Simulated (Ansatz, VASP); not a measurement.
## HfSi2B4: VASP beside Ansatz

```
CELL_PARAMETERS angstrom
3.04047 0.00000 0.00000
-1.52023 2.63312 0.00000
0.00000 0.00000 9.72004
ATOMIC_POSITIONS crystal
Hf 0.00000 0.00000 0.00000
Si 0.00000 0.00000 0.63285
Si 0.00000 0.00000 0.36715
B 0.66667 0.33333 0.18628
B 0.33333 0.66667 0.18628
B 0.33333 0.66667 0.81372
B 0.66667 0.33333 0.81372
```

Alike in both runs: functional PBE; k mesh 12 × 12 × 4; occupations gaussian, width 0.1 eV; no spin polarisation.

Ansatz relaxed the structure, and its values are those at the end. VASP's run is a single point on that final structure, the one shown.

|  | VASP | Ansatz |
| --- | --- | --- |
| version | VASP 6.6.1 | Ansatz 0.2.0 |
| potentials or method | VASP PAW PBE potentials, release 64 (Hf_pv, Si, B), cutoff 520 eV | scalar-relativistic, plane waves, PAW |
| valence electrons in the cell | 30 | 46 |

VASP gave:

| Property | Result |
| --- | --- |
| gap on the k mesh at the Fermi level (eV) | none |
| pressure (GPa) | -0.2 |
| rms of the force components (eV/Å) | 0.006 |

Q: Estimate Ansatz's values.

A: gap on the k mesh at the Fermi level (eV): none; pressure (GPa): 0.0; rms of the force components (eV/Å): 0.000.

A gap of «none» marks a metal or a gap that the smearing closes. With one functional, cell and mesh, what is left measures potentials, basis and numerics. VASP's potentials hold 30 valence electrons a cell and Ansatz's 46, so a difference there can come from the potentials and not from the codes.

Neither program's run includes spin-orbit coupling.
